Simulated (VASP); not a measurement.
# CdSiN2 (P-4m2) in VASP: a series of runs, part 2 of 2

VASP 6.6.1. Earlier steps stand in the parts before.

**4. Single point, r2SCAN (13.05 Å³/atom)**

This run uses another cell than the first one, of 13.05 Å³/atom.

File POSCAR:

```
CdSiN2
1.0
    3.1499393445      0.0000000000      0.0000000000
    0.0000000000      3.1499393445      0.0000000000
    0.0000000000      0.0000000000     10.5181992429
Cd N Si
2 4 2
Direct
    0.5000000000      0.0000000000      0.8616232094
    0.0000000000      0.5000000000      0.1383767906
    0.5000000000      0.5000000000      0.0000000000
    0.0000000000      0.0000000000      0.3247102099
    0.5000000000      0.5000000000      0.5000000000
    0.0000000000      0.0000000000      0.6752897901
    0.5000000000      0.0000000000      0.3956755403
    0.0000000000      0.5000000000      0.6043244597
```

File INCAR.step1:

```
SYSTEM = CdSiN2
ALGO = Normal
EDIFF = 1E-4
ENCUT = 520
GGA = PE
ISMEAR = -1
LASPH = .TRUE.
LCHARG = .FALSE.
LREAL = .FALSE.
LWAVE = .TRUE.
NBANDS = 36
NELM = 60
PREC = Accurate
SIGMA = 0.02
```

File INCAR.step2:

```
SYSTEM = CdSiN2
ALGO = Normal
EDIFF = 1E-6
ENCUT = 520
ISIF = 2
ISMEAR = -1
ISTART = 1
LASPH = .TRUE.
LCHARG = .TRUE.
LELF = .TRUE.
LMIXTAU = .TRUE.
LREAL = .FALSE.
LVHAR = .TRUE.
LWAVE = .FALSE.
METAGGA = R2SCAN
NBANDS = 36
NELM = 60
PREC = Accurate
SIGMA = 0.02
```

File KPOINTS:

```
k-points
0
G
  8 8 2
  0 0 0
```

Potentials or basis: VASP PAW PBE potentials, release 64 (Cd, N, Si).

Launch:

```sh
cat potpaw_PBE.64/Cd/POTCAR potpaw_PBE.64/N/POTCAR potpaw_PBE.64/Si/POTCAR > POTCAR
cp INCAR.step1 INCAR
mpirun -np 1 vasp_std > vasp.out
cp INCAR.step2 INCAR
mpirun -np 1 vasp_std > vasp.out
```

OUTCAR:

```text
SYSTEM = CdSiN2
   EDIFF = 1E-6
   ENCUT = 520
   ISIF = 2
   ISMEAR = -1
   ISTART = 1
   LASPH = .TRUE.
   LREAL = .FALSE.
   METAGGA = R2SCAN
   NELM = 60
   PREC = Accurate

 ion  position               nearest neighbor table
   1  0.500  0.000  0.862-   3 2.14   3 2.14   6 2.51   6 2.51   2 3.67   2 3.67   2 3.67   2 3.67

   2  0.000  0.500  0.138-   3 2.14   3 2.14   4 2.51   4 2.51   1 3.67   1 3.67   1 3.67   1 3.67

   3  0.500  0.500  0.000-   1 2.14   2 2.14   1 2.14   2 2.14
   4  0.000  0.000  0.325-   7 1.74   7 1.74   2 2.51   2 2.51
   5  0.500  0.500  0.500-   7 1.92   8 1.92   7 1.92   8 1.92
   6  0.000  0.000  0.675-   8 1.74   8 1.74   1 2.51   1 2.51
   7  0.500  0.000  0.396-   4 1.74   4 1.74   5 1.92   5 1.92   8 3.13   8 3.13   8 3.13   8 3.13

   8  0.000  0.500  0.604-   6 1.74   6 1.74   5 1.92   5 1.92   7 3.13   7 3.13   7 3.13   7 3.13

  LATTYP: Found a simple tetragonal cell.
 ALAT       =     3.1499393445
 C/A-ratio  =     3.3391751690

  Lattice vectors:

 A1 = (   3.1499393445,   0.0000000000,   0.0000000000)
 A2 = (   0.0000000000,   3.1499393445,   0.0000000000)
 A3 = (   0.0000000000,   0.0000000000,  10.5181992429)

Analysis of symmetry for initial positions (statically):
=====================================================================
 Subroutine PRICEL returns:
 Original cell was already a primitive cell.

 Routine SETGRP: Setting up the symmetry group for a
 simple tetragonal supercell.

 Subroutine GETGRP returns: Found  8 space group operations
 (whereof  8 operations were pure point group operations)
 out of a pool of 16 trial point group operations.

The static configuration has the point symmetry D_2d.

Analysis of symmetry for dynamics (positions and initial velocities):
=====================================================================
 Subroutine PRICEL returns:
 Original cell was already a primitive cell.

 Routine SETGRP: Setting up the symmetry group for a
 simple tetragonal supercell.

 Subroutine GETGRP returns: Found  8 space group operations
 (whereof  8 operations were pure point group operations)
 out of a pool of 16 trial point group operations.

The dynamic configuration has the point symmetry D_2d.

 Subroutine INISYM returns: Found  8 space group operations
 (whereof  8 operations are pure point group operations),
 and found     1 'primitive' translations

----------------------------------------------------------------------------------------

                                     Primitive cell

  volume of cell :     104.3628

  direct lattice vectors                    reciprocal lattice vectors
     3.149939344  0.000000000  0.000000000     0.317466431  0.000000000  0.000000000
     0.000000000  3.149939344  0.000000000     0.000000000  0.317466431  0.000000000
     0.000000000  0.000000000 10.518199243     0.000000000  0.000000000  0.095073308

  length of vectors
     3.149939344  3.149939344 10.518199243     0.317466431  0.317466431  0.095073308

  position of ions in fractional coordinates (direct lattice)
[... 47 lines left out ...]
            Coordinates               Weight
  0.000000  0.000000  0.000000      1.000000
  0.125000  0.000000  0.000000      4.000000
  0.250000  0.000000  0.000000      4.000000
  0.375000  0.000000  0.000000      4.000000
  0.500000  0.000000  0.000000      2.000000
  0.125000  0.125000  0.000000      4.000000
[... 16 lines left out ...]
  0.375000  0.125000  0.500000      8.000000
  0.500000  0.125000  0.500000      4.000000
 [... further k-points ...]
   k-points           NKPTS =     30   k-points in BZ     NKDIM =     30   number of bands    NBANDS=     36
   number of dos      NEDOS =    301   number of ions     NIONS =      8
   total plane-waves  NPLWV =  46080
   dimension x,y,z NGX =    24 NGY =   24 NGZ =   80
   dimension x,y,z NGXF=    48 NGYF=   48 NGZF=  160
   ions per type =               2   4   2
   NGX,Y,Z   is equivalent  to a cutoff of  12.67, 12.67, 12.64 a.u.
   NGXF,Y,Z  is equivalent  to a cutoff of  25.33, 25.33, 25.29 a.u.
 SYSTEM =  CdSiN2
   PREC   = accura    normal or accurate (medium, high low for compatibility)
   ISTART =      1    job   : 0-new  1-cont  2-samecut
   ICHARG =      0    charge: 1-file 2-atom 10-const
   ISPIN  =      1    spin polarized calculation?
   LNONCOLLINEAR =      F non collinear calculations
   LSORBIT =      F    spin-orbit coupling
   LASPH  =      T    aspherical Exc in radial PAW
   ENCUT  =  520.0 eV  38.22 Ry    6.18 a.u.   5.86  5.86 19.56*2*pi/ulx,y,z
   NELM   =     60;   NELMIN=  2; NELMDL=  0     # of ELM steps
   EDIFF  = 0.1E-05   stopping-criterion for ELM
   LREAL  =      F    real-space projection
   EDIFFG = 0.1E-04   stopping-criterion for IOM
   NSW    =      0    number of steps for IOM
   IBRION =     -1    ionic relax: 0-MD 1-quasi-New 2-CG
   NFREE  =      0    steps in history (QN), initial steepest desc. (CG)
   ISIF   =      2    stress and relaxation
   ISYM   =      2    0-nonsym 1-usesym 2-fastsym
   POTIM  = 0.5000    time-step for ionic-motion
   TEBEG  =    0.0;   TEEND  =   0.0 temperature during run
   PSTRESS=    0.0 pullay stress
   NELECT =      52.0000    total number of electrons
   NUPDOWN=      -1.0000    fix difference up-down
   EMIN   =  10.00;   EMAX   =-10.00  energy-range for DOS
   EFERMI =   0.00;   METHOD = LEGACY
   ISMEAR =    -1;   SIGMA  =   0.02  broadening in eV -4-tet -1-fermi 0-gaus
   EFERMI_NEDOS =   21; number of points for ismear=-14 and -15
   IALGO  =     38    algorithm
   IMIX   =      4    mixing-type and parameters
     AMIX     =   0.40;   BMIX     =  1.00
     AMIX_MAG =   1.60;   BMIX_MAG =  1.00
  volume/ion in A,a.u.               =      13.05        88.03
  Fermi-wavevector in a.u.,A,eV,Ry     =   1.297859  2.452597 22.918153  1.684437
  Thomas-Fermi vector in A             =   2.429224
   LORBIT       =      0    0 simple, 1 ext, 2 COOP (PROOUT), +10 PAW based schemes
   METAGGA = R2SCAN    functional components
   LHFCALC =     F    Hartree Fock is set to
   AEXX    =    0.0000 exact exchange contribution
   IVDW    =     0    specifies the selected vdW correction
   LEPSILON=     F    determine dielectric tensor
   LRPA    =     F    only Hartree local field effects (RPA)
 non-spin polarized calculation
  energy-cutoff  :      520.00
  volume of cell :      104.36
 maximum number of plane-waves:      2844
 NGX is ok and might be reduce to    24
   NGX = 11   NGY = 11   NGZ = 39

 number of electron      52.0000015 magnetization

 Free energy of the ion-electron system (eV)
  ---------------------------------------------------
  ext. energy  EPLUGINS =         0.00000000
  ---------------------------------------------------
  free energy    TOTEN  =       -96.14471828 eV

  energy without entropy =      -96.14189627  energy(sigma->0) =      -96.14330728

 E-fermi :   6.3100     XC(G=0): -11.5045

 val. band max:        6.1708724795   @ k =   0.2500   0.0000   0.5000
 cond. band min:       6.3118834425   @ k =   0.3750   0.0000   0.0000
 fundamental gap:      0.1410109630
 Fermi energy:         6.3100338048

 k-point     1 :       0.0000    0.0000    0.0000
  band No.  band energies     occupation
      1     -15.3330      2.00000
      2     -12.9067      2.00000
      3     -11.5381      2.00000
      4      -9.0822      2.00000
      5      -3.9280      2.00000
      6      -3.4187      2.00000
[... 925 lines left out ...]
     35      11.4194      0.00000
     36      12.7726      0.00000

 [... further k-points ...]

------------------------ aborting loop because EDIFF is reached ----------------------------------------

  FORCE on cell =-STRESS in cart. coord.  units (eV):
  Direction    XX          YY          ZZ          XY          YZ          ZX
  --------------------------------------------------------------------------------------
  -------------------------------------------------------------------------------------
  Total       -5.7038627     -5.7038627     -5.0045888      0.0000000      0.0000000      0.0000000
  in kB      -87.5656691    -87.5656691    -76.8304198      0.0000000      0.0000000      0.0000000
  external PRESSURE =     -83.9872527 kB  Pullay stress =       0.0000000 kB

 VOLUME and BASIS-vectors are now :
 -----------------------------------------------------------------------------
  energy-cutoff  :      520.00
  volume of cell :      104.36
      direct lattice vectors                 reciprocal lattice vectors
     3.149939344  0.000000000  0.000000000     0.317466431  0.000000000  0.000000000
     0.000000000  3.149939344  0.000000000     0.000000000  0.317466431  0.000000000
     0.000000000  0.000000000 10.518199243     0.000000000  0.000000000  0.095073308

 POSITION                                       TOTAL-FORCE (eV/Angst)
 -----------------------------------------------------------------------------------
      1.57497      0.00000      9.06272        -0.000000      0.000000      0.260403
      0.00000      1.57497      1.45547         0.000000      0.000000     -0.260403
      1.57497      1.57497      0.00000         0.000000      0.000000      0.000000
      0.00000      0.00000      3.41537         0.000000      0.000000      0.407522
      1.57497      1.57497      5.25910         0.000000     -0.000000      0.000000
      0.00000      0.00000      7.10283         0.000000      0.000000     -0.407522
      1.57497      0.00000      4.16179         0.000000      0.000000     -0.029322
      0.00000      1.57497      6.35641         0.000000      0.000000      0.029322
 -----------------------------------------------------------------------------------
    total drift:                                0.000000      0.000000      0.000000

  FREE ENERGIE OF THE ION-ELECTRON SYSTEM (eV)
  ---------------------------------------------------
  free  energy   TOTEN  =       -96.1447182822 eV

  energy  without entropy=      -96.1418962700  energy(sigma->0) =      -96.14330728
```

It took 3.9 min on 1 thread of AMD EPYC 9R45 (Zen 5), shared host; peak memory 0.24 GiB.

Results:

```
Free energy            : -96.1447 eV
Pressure               : -8.4 GPa
Largest force          : 0.408 eV/Å
Band gap on the k mesh : zero (bands 26 and 27 overlap by 0.41 eV)
```

Forces in eV/Å, atoms in the order of the input:
```
Cd   0.000  0.000  0.260
Cd   0.000  0.000 -0.260
N    0.000  0.000  0.000
N    0.000  0.000  0.408
N    0.000  0.000  0.000
N    0.000  0.000 -0.408
Si   0.000  0.000 -0.029
Si   0.000  0.000  0.029
```

Levels at points of the mesh, in eV from the Fermi level:
```tsv
k point	band 24	band 25	band 26	band 27	band 28	band 29
(0.00, 0.00, 0.00)	-3.42	-1.40	-0.34	-0.34	0.00	1.01
(0.50, 0.00, 0.00)	-3.23	-3.13	0.06	0.70	1.23	2.45
(0.50, 0.50, 0.00)	-3.03	-3.03	-2.76	0.04	1.52	2.80
(0.00, 0.00, 0.50)	-3.47	-0.41	-0.35	-0.35	-0.27	0.72
(0.50, 0.00, 0.50)	-3.28	-3.23	0.06	1.22	1.60	1.68
(0.50, 0.50, 0.50)	-3.02	-3.02	-2.87	0.48	2.12	2.12
```

Caveat: the cell stands under tension; the PAW data sets were made with another functional, which shifts forces and pressure a little.

**5. Single point, r2SCAN**

POSCAR: that of step 4 with these lines changed.

```diff
@@ -2,5 +2,5 @@
 1.0
-    3.1499393445      0.0000000000      0.0000000000
-    0.0000000000      3.1499393445      0.0000000000
-    0.0000000000      0.0000000000     10.5181992429
+    3.0893485009      0.0000000000      0.0000000000
+    0.0000000000      3.0893485009      0.0000000000
+    0.0000000000      0.0000000000     10.3158758027
 Cd N Si
```

File INCAR.step1:

```
  PREC = Accurate
  ENCUT = 520
  ISMEAR = -1
  SIGMA = 0.02
  LREAL = F
  LASPH = T
  NELM = 80
  NBANDS = 36
  GGA = PE
  ALGO = Normal
  EDIFF = 1E-4
  LWAVE = T
  LCHARG = F
```

File INCAR.step2:

```
  PREC = Accurate
  ENCUT = 520
  EDIFF = 1E-6
  ISMEAR = -1
  SIGMA = 0.02
  LREAL = F
  LASPH = T
  NELM = 80
  ALGO = Normal
  ISIF = 2
  LWAVE = F
  LCHARG = F
  METAGGA = R2SCAN
  LMIXTAU = T
  NBANDS = 36
  ISTART = 1
```

File KPOINTS:

```
regular mesh
0
Gamma
  8 8 4
```

Potentials or basis: VASP PAW PBE potentials, release 64 (Cd, N, Si).

Launch:

```sh
cat potpaw_PBE.64/Cd/POTCAR potpaw_PBE.64/N/POTCAR potpaw_PBE.64/Si/POTCAR > POTCAR
cp INCAR.step1 INCAR
mpirun -np 1 vasp_std > vasp.out
cp INCAR.step2 INCAR
mpirun -np 1 vasp_std > vasp.out
```

OUTCAR:

```text
PREC = Accurate
   ENCUT = 520
   EDIFF = 1E-6
   ISMEAR = -1
   LREAL = F
   LASPH = T
   NELM = 80
   ISIF = 2
   METAGGA = R2SCAN
   ISTART = 1

 ion  position               nearest neighbor table
   1  0.500  0.000  0.862-   3 2.10   3 2.10   6 2.47   6 2.47   8 3.44   8 3.44   8 3.44   8 3.44
                             2 3.59   2 3.59   2 3.59   2 3.59
   2  0.000  0.500  0.138-   3 2.10   3 2.10   4 2.47   4 2.47   7 3.44   7 3.44   7 3.44   7 3.44
                             1 3.59   1 3.59   1 3.59   1 3.59
   3  0.500  0.500  0.000-   1 2.10   2 2.10   1 2.10   2 2.10
   4  0.000  0.000  0.325-   7 1.71   7 1.71   2 2.47   2 2.47
   5  0.500  0.500  0.500-   7 1.88   8 1.88   7 1.88   8 1.88
   6  0.000  0.000  0.675-   8 1.71   8 1.71   1 2.47   1 2.47
   7  0.500  0.000  0.396-   4 1.71   4 1.71   5 1.88   5 1.88   8 3.07   8 3.07   8 3.07   8 3.07
                             2 3.44   2 3.44   2 3.44   2 3.44
   8  0.000  0.500  0.604-   6 1.71   6 1.71   5 1.88   5 1.88   7 3.07   7 3.07   7 3.07   7 3.07
                             1 3.44   1 3.44   1 3.44   1 3.44

  LATTYP: Found a simple tetragonal cell.
 ALAT       =     3.0893485009
 C/A-ratio  =     3.3391751690

  Lattice vectors:

 A1 = (   3.0893485009,   0.0000000000,   0.0000000000)
 A2 = (   0.0000000000,   3.0893485009,   0.0000000000)
 A3 = (   0.0000000000,   0.0000000000,  10.3158758027)

Analysis of symmetry for initial positions (statically):
=====================================================================
 Subroutine PRICEL returns:
 Original cell was already a primitive cell.

 Routine SETGRP: Setting up the symmetry group for a
 simple tetragonal supercell.

 Subroutine GETGRP returns: Found  8 space group operations
 (whereof  8 operations were pure point group operations)
 out of a pool of 16 trial point group operations.

The static configuration has the point symmetry D_2d.

Analysis of symmetry for dynamics (positions and initial velocities):
[... 148 lines left out ...]
   METAGGA = R2SCAN    functional components
   LHFCALC =     F    Hartree Fock is set to
   AEXX    =    0.0000 exact exchange contribution
   IVDW    =     0    specifies the selected vdW correction
   LEPSILON=     F    determine dielectric tensor
   LRPA    =     F    only Hartree local field effects (RPA)
 non-spin polarized calculation
  energy-cutoff  :      520.00
  volume of cell :       98.46
 maximum number of plane-waves:      2678
 NGX is ok and might be reduce to    24
   NGX = 11   NGY = 11   NGZ = 39

 number of electron      51.9999986 magnetization

 Free energy of the ion-electron system (eV)
  ---------------------------------------------------
  ext. energy  EPLUGINS =         0.00000000
  ---------------------------------------------------
  free energy    TOTEN  =       -96.28488195 eV

  energy without entropy =      -96.28279964  energy(sigma->0) =      -96.28384079

 E-fermi :   6.9604     XC(G=0): -11.8113

 val. band max:        6.9413561951   @ k =   0.5000   0.5000   0.0000
 cond. band min:       6.9702560561   @ k =   0.3750   0.0000   0.0000
 fundamental gap:      0.0288998610
 Fermi energy:         6.9604493258

 k-point     1 :       0.0000    0.0000    0.0000
  band No.  band energies     occupation
      1     -15.3254      2.00000
      2     -12.7452      2.00000
      3     -11.2610      2.00000
      4      -8.8316      2.00000
      5      -3.5688      2.00000
      6      -3.0012      2.00000
[... 925 lines left out ...]
     35      12.4851      0.00000
     36      13.7919      0.00000

 [... further k-points ...]

------------------------ aborting loop because EDIFF is reached ----------------------------------------

  FORCE on cell =-STRESS in cart. coord.  units (eV):
  Direction    XX          YY          ZZ          XY          YZ          ZX
  --------------------------------------------------------------------------------------
  -------------------------------------------------------------------------------------
  Total        0.5271427      0.5271427      0.9128220      0.0000000      0.0000000     -0.0000000
  in kB        8.5782528      8.5782528     14.8544574      0.0000000      0.0000000     -0.0000000
  external PRESSURE =      10.6703210 kB  Pullay stress =       0.0000000 kB

 VOLUME and BASIS-vectors are now :
 -----------------------------------------------------------------------------
  energy-cutoff  :      520.00
  volume of cell :       98.46
      direct lattice vectors                 reciprocal lattice vectors
     3.089348501  0.000000000  0.000000000     0.323692843  0.000000000  0.000000000
     0.000000000  3.089348501  0.000000000     0.000000000  0.323692843  0.000000000
     0.000000000  0.000000000 10.315875803     0.000000000  0.000000000  0.096937964

 POSITION                                       TOTAL-FORCE (eV/Angst)
 -----------------------------------------------------------------------------------
      1.54467      0.00000      8.88840         0.000000     -0.000000     -0.164536
      0.00000      1.54467      1.42748         0.000000     -0.000000      0.164536
      1.54467      1.54467      0.00000         0.000000      0.000000      0.000000
      0.00000      0.00000      3.34967         0.000000     -0.000000      0.043829
      1.54467      1.54467      5.15794         0.000000     -0.000000      0.000000
      0.00000      0.00000      6.96621         0.000000     -0.000000     -0.043829
      1.54467      0.00000      4.08174         0.000000     -0.000000     -0.002252
      0.00000      1.54467      6.23414         0.000000     -0.000000      0.002252
 -----------------------------------------------------------------------------------
    total drift:                                0.000000      0.000000      0.000000

  FREE ENERGIE OF THE ION-ELECTRON SYSTEM (eV)
  ---------------------------------------------------
  free  energy   TOTEN  =       -96.2848819497 eV

  energy  without entropy=      -96.2827996374  energy(sigma->0) =      -96.28384079
```

OUTCAR.step1:

```text
PREC = Accurate
   ENCUT = 520
   ISMEAR = -1
   LREAL = F
   LASPH = T
[... 1184 lines left out ...]
      1.54467      1.54467      5.15794         0.000000     -0.000000      0.000000
      0.00000      0.00000      6.96621         0.000000      0.000000      0.226595
      1.54467      0.00000      4.08174         0.000000      0.000000      0.091966
      0.00000      1.54467      6.23414         0.000000      0.000000     -0.091966
 -----------------------------------------------------------------------------------
    total drift:                                0.000000      0.000000      0.000000

  FREE ENERGIE OF THE ION-ELECTRON SYSTEM (eV)
  ---------------------------------------------------
  free  energy   TOTEN  =       -46.3727166092 eV

  energy  without entropy=      -46.3712465178  energy(sigma->0) =      -46.37198156
```

Run time: 5.5 min. Hardware: 1 thread of AMD EPYC 9R45 (Zen 5), shared host; peak memory 0.27 GiB.

What came out:

```yaml
Free_energy: -96.2849 eV
Pressure: 1.1 GPa
Largest_force: 0.165 eV/Å
Band_gap_on_the_k_mesh: zero (bands 26 and 27 overlap by 0.43 eV)
```

Forces in eV/Å, atoms in the order of the input:
```
Cd   0.000  0.000 -0.165
Cd   0.000  0.000  0.165
N    0.000  0.000  0.000
N    0.000  0.000  0.044
N    0.000  0.000  0.000
N    0.000  0.000 -0.044
Si   0.000  0.000 -0.002
Si   0.000  0.000  0.002
```

Caveat: the PAW data sets were made with another functional, which shifts forces and pressure a little.

**6. Overview**

```tsv
cell	k mesh	gap on the mesh (eV)	pressure (GPa)	largest force (eV/Å)
a = 3.089, b = 3.089, c = 10.316 Å, 8 atoms	8 × 8 × 2	none	1.0	0.16
a = 3.120, b = 3.120, c = 10.418 Å, 8 atoms	8 × 8 × 2	none	-4.1	0.23
a = 3.150, b = 3.150, c = 10.518 Å, 8 atoms	8 × 8 × 2	none	-8.4	0.41
a = 3.089, b = 3.089, c = 10.316 Å, 8 atoms	8 × 8 × 4	none	1.1	0.16
```

Alike in all rows: task single point; level r2SCAN; potentials or basis VASP PAW PBE potentials, release 64 (Cd, N, Si); no spin polarisation; cutoff (eV) 520; smearing fermi-dirac 0.02 eV.

Caveats: the PAW data sets were made with another functional, which shifts forces and pressure a little; the cell stands under tension (at least some runs).

Total energies depend on the potentials used, so only differences within one code and one set of settings carry meaning.
